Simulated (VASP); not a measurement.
Write the native input for VASP 6.6.1 that does the following.

| Property | Result |
| --- | --- |
| Task | single point |
| Functional | PBE |
| Potentials or basis | VASP PAW PBE potentials, release 64 (Hf_pv, O) |
| Cutoff | 520 eV |
| k mesh | 8 × 8 × 8 |
| Occupations | gaussian, width 0.05 eV |
| Spin | no spin polarisation |
| Dipole correction | no |
| Further INCAR settings | ALGO = Normal; EDIFF = 1e-06; NBANDS = 18 |

The structure of HfO2 lies in POSCAR:

```
HfO2
1.0
    0.0000000000      2.5488057612      2.5488057612
    2.5488057612      0.0000000000      2.5488057612
    2.5488057612      2.5488057612      0.0000000000
Hf O
1 2
Direct
    0.0000000000      0.0000000000      0.0000000000
    0.2205744545      0.2205744545      0.2794255455
    0.7500000000      0.7500000000      0.7500000000
```

This cell differs from its parent crystal: atom 2 (O) moved by (+0.000, -0.150) A along [1 1 0] and z.

One way to write it, as run:

INCAR

```
PREC     = Accurate       # precision mode
ENCUT    = 520            # plane-wave cutoff, eV
EDIFF    = 1E-6           # SCF threshold, eV
ISMEAR   = 0              # smearing method
SIGMA    = 0.05           # smearing width, eV
LREAL    = False          # projectors in reciprocal space
LASPH    = True           # aspherical terms in the spheres
NELM     = 100            # most SCF steps
ALGO     = Normal         # electronic algorithm
ISIF     = 2              # what is computed and relaxed
LWAVE    = False          # write WAVECAR
LCHARG   = False          # write CHGCAR
GGA      = PE             # functional
NBANDS   = 18             # bands
```

KPOINTS

```
regular mesh
0
Gamma
  8 8 8
```

Potentials or basis: VASP PAW PBE potentials, release 64 (Hf_pv, O).

Run with:

```sh
$ cat potpaw_PBE.64/Hf_pv/POTCAR potpaw_PBE.64/O/POTCAR > POTCAR
$ mpirun -np 1 vasp_std > vasp.out
```

Results of the run:

| Quantity | Value |
| --- | --- |
| Pressure | -1.9 GPa |
| Largest force | 1.576 eV/Å |
| Band gap on the k mesh | 3.71 eV, direct |

Caveat: the cell differs from its parent crystal (atom 2 (O) moved by (+0.000, -0.150) A along [1 1 0] and z); spin-orbit coupling is left out, which moves the levels of the heavy elements; forces of over 1 eV/Å act on the atoms, so gaps and moduli don't describe the material at rest.

Run time: 24 s on 1 thread of Intel(R) Xeon(R) 6975P-C (Granite Rapids) (shared host), peak memory 0.19 GiB.
